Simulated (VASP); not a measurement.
Set up this calculation in VASP 6.6.1, as the native input.

| Quantity | Value |
| --- | --- |
| Task | single point |
| Functional | PBE-based global hybrid |
| Potentials or basis | VASP PAW PBE potentials, release 64 (B, As_d) |
| Cutoff | 520 eV |
| k mesh | 4 × 4 × 4 |
| Occupations | gaussian, width 0.01 eV |
| Spin | no spin polarisation |
| Dipole correction | no |
| Grid for exact exchange (PRECFOCK) | Normal |
| Share of exact exchange | 0.75 |
| Second run | valence_matched |
| Further INCAR settings | ALGO = Normal; EDIFF = 1e-06; NBANDS = 16 |

The system is BAs.

```
CELL_PARAMETERS angstrom
0.00000 2.39187 2.39187
2.39187 0.00000 2.39187
2.39187 2.39187 0.00000
ATOMIC_POSITIONS crystal
B 0.00000 0.00000 0.00000
As 0.25000 0.25000 0.25000
```

One way to write it, as run:

POSCAR

```
BAs
1.0
    0.0000000000      2.3918676038      2.3918676038
    2.3918676038      0.0000000000      2.3918676038
    2.3918676038      2.3918676038      0.0000000000
B As
1 1
Direct
    0.0000000000      0.0000000000      0.0000000000
    0.2500000000      0.2500000000      0.2500000000
```

INCAR.step1

```
  PREC = Accurate
  ENCUT = 520
  EDIFF = 1E-5
  ISMEAR = 0
  SIGMA = 0.01
  LREAL = False
  LASPH = True
  NELM = 120
  ALGO = Normal
  ISIF = 2
  LWAVE = True
  LCHARG = False
  NBANDS = 16
  GGA = PE
  GGA_COMPAT = False
```

INCAR.step2

```
  PREC = Accurate
  ENCUT = 520
  EDIFF = 1E-6
  ISMEAR = 0
  SIGMA = 0.01
  LREAL = False
  LASPH = True
  NELM = 120
  ALGO = Normal
  ISIF = 2
  LWAVE = False
  LCHARG = False
  GGA = PE
  LHFCALC = True
  AEXX = 0.75
  PRECFOCK = Normal
  NBANDS = 16
  ISTART = 1
  GGA_COMPAT = False
```

KPOINTS

```
Automatic mesh
0
Gamma
  4 4 4
```

Potentials or basis: VASP PAW PBE potentials, release 64 (B, As_d).

Command:

```sh
$ cat potpaw_PBE.64/B/POTCAR potpaw_PBE.64/As_d/POTCAR > POTCAR
$ cp INCAR.step1 INCAR
$ mpirun -np 1 vasp_std > vasp.out
$ cp INCAR.step2 INCAR
$ mpirun -np 1 vasp_std > vasp.out
```

Results of the run:

```json
{"Pressure": "-7.3 GPa", "Band gap on the k mesh": "5.95 eV, indirect (least direct gap 8.42 eV)"}
```

Caveat: the k points lie up to 0.57 Å⁻¹ apart; the PAW data sets were made with another functional, which shifts forces and pressure a little.

Run time: 5.8 min on 1 thread of Intel(R) Xeon(R) Platinum 8488C (Sapphire Rapids) (shared host), peak memory 0.16 GiB.
